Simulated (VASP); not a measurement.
Here is a VASP 6.6.1 calculation.

Contents of INCAR:

```
  PREC = Accurate
  ENCUT = 520
  EDIFF = 1E-6
  ISMEAR = -1
  SIGMA = 0.05
  LREAL = F
  LASPH = T
  NELM = 80
  ALGO = Normal
  ISIF = 2
  LWAVE = F
  LCHARG = T
  GGA = PE
  LELF = T
  LVHAR = T
  NBANDS = 9
```

Contents of KPOINTS:

```
regular mesh
0
Gamma
  21 21 19
```

File POSCAR:

```
S
1.0
    2.0013892258      0.0000000000      0.0000000000
   -1.0006946129      1.7332539124      0.0000000000
    0.0000000000      0.0000000000      1.8671993830
S
1
Direct
    0.0000000000      0.0000000000      0.0000000000
```

Potentials or basis: VASP PAW PBE potentials, release 64 (S).

The run is started by

```bash
$ cat potpaw_PBE.64/S/POTCAR > POTCAR
$ mpirun -np 1 vasp_std > vasp.out
```

**Question.** Estimate the band gap on the k mesh.

**Answer.** Zero (band 3 reaches 42.53 eV, above the bottom of band 4 at 20.83 eV).

**Question.** Predict the pressure.

**Answer.** 381.6 GPa.

Stress tensor (GPa, compression positive):
```
382.06   0.00   0.00
  0.00 382.06   0.00
  0.00   0.00 380.63
```
